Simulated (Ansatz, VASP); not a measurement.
**Ni: VASP beside Ansatz**

INCAR

```
SYSTEM = Ni
ALGO = Normal ; EDIFF = 1E-6
ENCUT = 520 ; GGA = CA
ISIF = 2 ; ISMEAR = -1
LASPH = .TRUE. ; LCHARG = .FALSE.
LREAL = .FALSE. ; LWAVE = .FALSE.
NBANDS = 11 ; NELM = 100
PREC = Accurate ; SIGMA = 0.05
```

KPOINTS

```
k-points
0
G
  17 17 17
  0 0 0
```

Contents of POSCAR:

```
Ni
1.0
   -1.2951440674      1.2951440674      1.2951440674
    1.2951440674     -1.2951440674      1.2951440674
    1.2951440674      1.2951440674     -1.2951440674
Ni
1
Direct
    0.0000000000      0.0000000000      0.0000000000
```

Input for Ansatz:

```yaml
crystal:
  lattice:
    - [-1.2951440674, 1.2951440674, 1.2951440674]
    - [1.2951440674, -1.2951440674, 1.2951440674]
    - [1.2951440674, 1.2951440674, -1.2951440674]
  atoms:
    - { symbol: Ni, position: [0.0, 0.0, 0.0] }
kpoints:
  mp_grid: { grid: [17, 17, 17] }
scf:
  occupations: { method: fermi_dirac, width: 0.05 }
  lower_state_search: "off"
hamiltonian:
  xc: lda
  pseudopotentials: { kind: paw }
output:
  forces: true
  stress: true
  eigenvalues: true
```

Change from the starting cell: volume scaled by 0.82, no spin polarisation, PAW files.

Alike in both runs: task single point; functional LDA; k mesh 17 × 17 × 17; occupations fermi-dirac, width 0.05 eV; no spin polarisation.

|  | VASP | Ansatz |
| --- | --- | --- |
| version | VASP 6.6.1 | Ansatz 0.2.0 |
| potentials or method | VASP PAW LDA potentials, release 64 (Ni) | PAW with Ansatz's default frozen-core files, scalar-relativistic |
| plane-wave cutoff (eV) | 520 | 420 |
| valence electrons in the cell | 10 | 18 |

Ansatz gave:

* pressure (GPa): 51.9

**Question.** Estimate VASP's values.

**Answer.** Pressure (GPa): 51.5.

LDA's correlation is that of Perdew and Zunger in VASP and of Perdew and Wang (1992) in Ansatz. Both programs put the cell under a high pressure, so it lies far from rest at this level. VASP's potentials hold 10 valence electrons a cell and Ansatz's 18, so a difference there can come from the potentials and not from the codes.
